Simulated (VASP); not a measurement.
# I (Fmmm) in VASP: settings compared, part 2 of 2

VASP 6.6.1.

### 5 Single point, PBEsol+D3(BJ)

Input file INCAR:

```
PREC = Accurate
ENCUT = 500
EDIFF = 1E-6
ISMEAR = 0
SIGMA = 0.1
LREAL = F
LASPH = T
NELM = 120
ALGO = Normal
ISIF = 2
LWAVE = F
LCHARG = T
GGA = PS
IVDW = 12
LELF = T
LVHAR = T
NBANDS = 10
GGA_COMPAT = F
```

Input file KPOINTS:

```
Automatic mesh
0
Gamma
  6 6 6
```

Input file POSCAR:

```
I
1.0
    0.0000000000      2.3656004428      3.9098401324
    2.1922454667      0.0000000000      3.9098401324
    2.1922454667      2.3656004428      0.0000000000
I
1
Direct
    0.0000000000      0.0000000000      0.0000000000
```

Potentials or basis: VASP PAW PBE potentials, release 64 (I).

Command:

```
$ cat potpaw_PBE.64/I/POTCAR > POTCAR
$ mpirun -np 1 vasp_std > vasp.out
```

OUTCAR:

```text
PREC = Accurate
   ENCUT = 500
   EDIFF = 1E-6
   ISMEAR = 0
   LREAL = F
   LASPH = T
   NELM = 120
   ISIF = 2
   GGA = PS
   IVDW = 12
 IVDW          = 12

 ion  position               nearest neighbor table
   1  0.000  0.000  0.000-

  LATTYP: Found a face centered orthorhombic cell.
 ALAT       =     4.3844909334
 B/A-ratio  =     1.0790764441
 C/A-ratio  =     1.7834864717

  Lattice vectors:

 A1 = (   0.0000000000,   2.3656004428,   3.9098401324)
 A2 = (   2.1922454667,   0.0000000000,   3.9098401324)
[... 495 lines left out ...]

------------------------ aborting loop because EDIFF is reached ----------------------------------------

 Edisp (eV)   -0.29776

 E8    (eV) :    -0.1986

  FORCE on cell =-STRESS in cart. coord.  units (eV):
  Direction    XX          YY          ZZ          XY          YZ          ZX
  --------------------------------------------------------------------------------------
  -------------------------------------------------------------------------------------
  Total      -0.70778    -0.77465    -0.37668     0.00000     0.00000     0.00000
  in kB     -27.96348   -30.60516   -14.88196     0.00000     0.00000     0.00000
  external pressure =      -24.48 kB  Pullay stress =        0.00 kB

 VOLUME and BASIS-vectors are now :
 -----------------------------------------------------------------------------
  energy-cutoff  :      500.00
  volume of cell :       40.55
      direct lattice vectors                 reciprocal lattice vectors
     0.000000000  2.365600443  3.909840132    -0.228076649  0.211362828  0.127882467
     2.192245467  0.000000000  3.909840132     0.228076649 -0.211362828  0.127882467
     2.192245467  2.365600443  0.000000000     0.228076649  0.211362828 -0.127882467

 POSITION                                       TOTAL-FORCE (eV/Angst)
 -----------------------------------------------------------------------------------
      0.00000      0.00000      0.00000         0.000000     -0.000000      0.000000
 -----------------------------------------------------------------------------------
    total drift:                                0.000000      0.000000      0.000000

  FREE ENERGIE OF THE ION-ELECTRON SYSTEM (eV)
  ---------------------------------------------------
  free  energy   TOTEN  =        -1.9024950972 eV

  energy  without entropy=       -1.8961898263  energy(sigma->0) =       -1.89934246
```

Run time: 26 s. Hardware: 1 thread of Intel Xeon 8259CL, shared host; peak memory 0.19 GiB.

What came out:

```yaml
Free_energy: -1.9025 eV
Pressure: -2.4 GPa
Dispersion_energy_per_atom: -0.298 eV
```

Levels at points of the mesh, in eV from the Fermi level:
```tsv
k point	band 1	band 2	band 3	band 4	band 5	band 6	band 7	band 8	band 9
(0.00, 0.00, 0.00)	-13.58	-1.61	1.09	1.38	4.70	7.79	8.42	12.41	12.60
(0.50, 0.00, 0.00)	-12.12	-4.92	-1.40	2.04	4.99	9.39	10.81	12.17	12.62
(0.50, 0.50, 0.00)	-13.33	-3.77	0.86	1.18	7.25	7.49	10.87	14.89	15.44
(0.50, 0.00, 0.50)	-10.82	-4.08	-3.17	-0.14	4.17	6.84	9.88	10.65	11.36
(0.00, 0.50, 0.50)	-10.78	-3.77	-3.47	-0.43	4.11	5.98	10.63	10.88	12.28
```

Caveat: the PAW data sets were made with another functional, which shifts forces and pressure a little; spin-orbit coupling is left out, which moves the levels of the heavy elements; an odd number of electrons without spin polarisation forces a metal; a magnetic or distorted state may lie lower; pairwise dispersion overbinds metals, which lowers pressure and volume.

### 6 Single point, PBE

Input file INCAR:

```
SYSTEM = I
PREC = Accurate
ENCUT = 500
EDIFF = 1E-6
ISMEAR = 0
SIGMA = 0.1
LREAL = .False.
LASPH = .True.
NELM = 120
ALGO = Normal
ISIF = 2
LWAVE = .False.
LCHARG = .False.
GGA = PE
NBANDS = 10
NELECT = 6.5
GGA_COMPAT = .False.
```

Input file KPOINTS:

```
regular mesh
0
Gamma
  6 6 6
  0 0 0
```

POSCAR is that of step 5.

Potentials or basis: VASP PAW PBE potentials, release 64 (I).

Command:

```
$ cat potpaw_PBE.64/I/POTCAR > POTCAR
$ mpirun -np 1 vasp_std > vasp.out
```

Run time: 30 s. Hardware: 1 thread of Intel Xeon 8259CL, shared host; peak memory 0.18 GiB.

Results (log left out):

| Property | Result |
| --- | --- |
| Free energy | -2.7210 eV |

Levels at points of the mesh, in eV from the Fermi level:
| k point | band 1 | band 2 | band 3 | band 4 | band 5 | band 6 |
| --- | --- | --- | --- | --- | --- | --- |
| (0.00, 0.00, 0.00) | -13.16 | -1.04 | 1.48 | 1.75 | 6.08 | 8.34 |
| (0.50, 0.00, 0.00) | -11.76 | -4.33 | -0.79 | 2.38 | 6.22 | 10.00 |
| (0.50, 0.50, 0.00) | -12.94 | -2.94 | 1.28 | 1.57 | 7.89 | 8.41 |
| (0.50, 0.00, 0.50) | -10.50 | -3.57 | -2.70 | 0.40 | 5.18 | 7.96 |
| (0.00, 0.50, 0.50) | -10.47 | -3.30 | -2.96 | 0.14 | 5.12 | 7.13 |

Caveat: the cell carries a net charge on a neutralising background, which shifts energy and pressure; the cell is charged against a uniform background, so pressure and absolute levels hang on convention; spin-orbit coupling is left out, which moves the levels of the heavy elements.

### 7 Overview

| level | cell | k mesh | smearing | gap on the mesh (eV) | pressure (GPa) |
| --- | --- | --- | --- | --- | --- |
| PBE | a = 4.570, b = 4.482, c = 3.225 Å, angles 70.6, 67.7, 41.7°, 1 atom | 4 × 4 × 4, shifted | gaussian 0.1 eV | none | -0.2 |
| PBE | a = 4.361, b = 4.278, c = 3.078 Å, angles 70.6, 67.7, 41.7°, 1 atom | 6 × 6 × 6 | gaussian 0.1 eV | none | 5.8 |
| PBE | a = 4.570, b = 4.482, c = 3.225 Å, angles 70.6, 67.7, 41.7°, 1 atom | 6 × 6 × 6 | fermi-dirac 0.0086 eV | none | 0.6 |
| PBEsol+D3(BJ) | a = 4.570, b = 4.482, c = 3.225 Å, angles 70.6, 67.7, 41.7°, 1 atom | 6 × 6 × 6 | gaussian 0.1 eV | none | -2.4 |

Alike in all rows: task single point; potentials or basis VASP PAW PBE potentials, release 64 (I); no spin polarisation; cutoff (eV) 500.

Caveats: some runs use coarse meshes; spin-orbit coupling is left out, which moves the levels of the heavy elements; an odd number of electrons without spin polarisation forces a metal; a magnetic or distorted state may lie lower; the PAW data sets were made with another functional, which shifts forces and pressure a little (some runs); pairwise dispersion overbinds metals, which lowers pressure and volume (some runs).

Absolute energies hang on the potentials; compare differences alone.
